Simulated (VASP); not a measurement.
**Hf: single point with RPBE**

The system is Hf.

```xyz
1
Lattice="0.0000 2.3524 2.3524 2.3524 0.0000 2.3524 2.3524 2.3524 0.0000" Properties=species:S:1:pos:R:3 pbc="T T T"
Hf    0.0000    0.0000    0.0000
```

This cell differs from its parent crystal: volume scaled by 1.12.

* Program: VASP 6.6.1
* Task: single point
* Functional: RPBE
* Potentials or basis: VASP PAW PBE potentials, release 64 (Hf_pv)
* Cutoff: 520 eV
* k mesh: 13 × 13 × 13
* Occupations: fermi-dirac, width 0.1 eV
* Spin: no spin polarisation
* Dipole correction: no
* Further INCAR settings: ALGO = Normal; EDIFF = 1e-06; NBANDS = 11

```yaml
Pressure: -9.5 GPa
Band_gap_on_the_k_mesh: zero (band 5 reaches 5.18 eV, above the bottom of band 6 at 3.39 eV)
```

Levels at points of the mesh, in eV from the Fermi level:
| k point | band 1 | band 2 | band 3 | band 4 | band 5 | band 6 | band 7 | band 8 | band 9 | band 10 |
| --- | --- | --- | --- | --- | --- | --- | --- | --- | --- | --- |
| (0.00, 0.00, 0.00) | -30.63 | -30.63 | -30.63 | -6.68 | 1.33 | 1.33 | 1.33 | 3.63 | 3.63 | 10.75 |

Run time: 17 s on 1 thread of Intel Xeon 6975P-C, with other jobs on the host, peak memory 0.17 GiB.

Caveat: the PAW data sets were made with another functional, which shifts forces and pressure a little; spin-orbit coupling is left out, which moves the levels of the heavy elements.
